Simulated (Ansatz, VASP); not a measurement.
Two plane-wave programs on P

```
CELL_PARAMETERS angstrom
1.62437 -4.60185 0.00000
1.62437 4.60185 0.00000
0.00000 0.00000 3.70252
ATOMIC_POSITIONS crystal
P 0.67061 0.32939 0.50000
P 0.32939 0.67061 0.50000
P 0.50000 0.50000 0.00000
```

Alike in both runs: functional PBE; k mesh 6 × 6 × 6; occupations gaussian, width 0.1 eV; no spin polarisation.

Ansatz relaxed the structure, and its values are those at the end. VASP's run is a single point on that final structure, the one shown.

```csv
,VASP,Ansatz
version,VASP 6.6.1,Ansatz 0.2.0
potentials or method,"VASP PAW PBE potentials, release 64 (P), cutoff 520 eV","scalar-relativistic, plane waves, PAW"
valence electrons in the cell,15,15
```

Ansatz gave:

- gap on the k mesh at the Fermi level (eV): none
- pressure (GPa): 0.1
- rms of the force components (eV/Å): 0.010

Estimate VASP's values.

gap on the k mesh at the Fermi level (eV): none; pressure (GPa): -0.1; rms of the force components (eV/Å): 0.013.

A gap of «none» marks a metal or a gap that the smearing closes.
